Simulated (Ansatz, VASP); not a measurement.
**One calculation of Zr2B, two programs**

```
CELL_PARAMETERS angstrom
4.31575 0.00000 0.00000
-2.15788 3.73755 0.00000
0.00000 0.00000 6.20155
ATOMIC_POSITIONS crystal
Zr 0.33333 0.66667 0.50000
Zr 0.66667 0.33333 0.50000
Zr 0.00000 0.00000 0.27021
Zr 0.00000 0.00000 0.72979
B 0.33333 0.66667 0.00000
B 0.66667 0.33333 0.00000
```

Alike in both runs: task single point; functional PBE; k mesh 6 × 6 × 4; occupations gaussian, width 0.1 eV; no spin polarisation.

|  | VASP | Ansatz |
| --- | --- | --- |
| version | VASP 6.6.1 | Ansatz 0.2.0 |
| potentials or method | VASP PAW PBE potentials, release 64 (Zr_sv, B), cutoff 520 eV | scalar-relativistic, plane waves, PAW |
| valence electrons in the cell | 54 | 54 |

VASP gave:

| Quantity | Value |
| --- | --- |
| gap on the k mesh at the Fermi level (eV) | none |
| pressure (GPa) | 14.0 |
| traceless stress, the component that is largest in VASP (GPa) | -7.67 |
| rms of the force components (eV/Å) | 1.989 |

Task: Which values does Ansatz return?

Result: gap on the k mesh at the Fermi level (eV): none; pressure (GPa): 13.9; traceless stress, the component that is largest in VASP (GPa): -7.60; rms of the force components (eV/Å): 1.985.

Atom by atom the forces differ by 0.004 eV/Å (rms over components). A gap of «none» marks a metal or a gap that the smearing closes.
